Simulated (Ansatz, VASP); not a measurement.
**Ti2VC3: VASP beside Ansatz**

```xyz
6
Lattice="3.0129 0.0000 0.0000 0.0000 3.0129 0.0000 0.0000 0.0000 20.2609" Properties=species:S:1:pos:R:3 pbc="T T T"
V     0.7532    0.7532    8.0722
C     2.2597    2.2597    7.9810
C     0.7532    0.7532   10.1304
C     2.2597    2.2597   12.2799
Ti    2.2597    2.2597   10.1305
Ti    0.7532    0.7532   12.1887
```

Alike in both runs: task single point; functional LDA; k mesh 11 × 11 × 1; occupations fermi-dirac, width 0.08 eV; no spin polarisation.

|  | VASP | Ansatz |
| --- | --- | --- |
| version | VASP 6.6.1 | Ansatz 0.2.0 |
| potentials or method | VASP PAW LDA potentials, release 64 (V_sv, C, Ti_sv), cutoff 520 eV | all-electron LAPW, scalar-relativistic |

Ansatz gave:

* rms of the force components (eV/Å): 0.554

Q: Estimate VASP's values.

A: rms of the force components (eV/Å): 0.546.

LDA's correlation is that of Perdew and Zunger in VASP and of Perdew and Wang (1992) in Ansatz. Ansatz ran all-electron here, and VASP with PAW potentials.
